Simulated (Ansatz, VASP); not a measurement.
## Pt: VASP beside Ansatz

File INCAR:

```
  PREC = Accurate
  ENCUT = 500
  EDIFF = 1E-6
  ISMEAR = 0
  SIGMA = 0.05
  LREAL = F
  LASPH = T
  NELM = 120
  ALGO = Normal
  ISIF = 2
  LWAVE = F
  LCHARG = T
  GGA = PS
  LELF = T
  LVHAR = T
  NBANDS = 11
  GGA_COMPAT = F
```

KPOINTS

```
Automatic mesh
0
Gamma
  14 14 14
```

POSCAR

```
Pt
1.0
    0.0000000000      1.9573345378      1.9573345378
    1.9573345378      0.0000000000      1.9573345378
    1.9573345378      1.9573345378      0.0000000000
Pt
1
Direct
    0.0000000000      0.0000000000      0.0000000000
```

Input for Ansatz:

```yaml
crystal:
  lattice:
    - [0.0, 1.9573345378, 1.9573345378]
    - [1.9573345378, 0.0, 1.9573345378]
    - [1.9573345378, 1.9573345378, 0.0]
  atoms:
    - { symbol: Pt, position: [0.0, 0.0, 0.0] }
basis:
  ecutwfc: 420
  ecutrho_ratio: 4
kpoints:
  mp_grid: { grid: [14, 14, 14] }
hamiltonian:
  xc: pbesol
scf:
  occupations: { method: gaussian, width: 0.05 }
output:
  forces: true
  stress: true
  eigenvalues: true
```

Alike in both runs: task single point; functional PBEsol; k mesh 14 × 14 × 14; occupations gaussian, width 0.05 eV; no spin polarisation.

```csv
,VASP,Ansatz
version,VASP 6.6.1,Ansatz 0.2.0
potentials or method,"VASP PAW PBE potentials, release 64 (Pt), cutoff 500 eV","scalar-relativistic, plane waves, PAW"
valence electrons in the cell,10,18
```

VASP gave:

```
gap on the k mesh at the Fermi level (eV) : none
pressure (GPa)                            : 0.2
```

**Question.** What did Ansatz give for the same quantities?

**Answer.** gap on the k mesh at the Fermi level (eV): none; pressure (GPa): 0.6.

VASP's potentials were made for PBE, not for PBEsol. A gap of «none» marks a metal or a gap that the smearing closes. VASP's potentials hold 10 valence electrons a cell and Ansatz's 18, so a difference there can come from the potentials and not from the codes.

Neither program's run includes spin-orbit coupling.
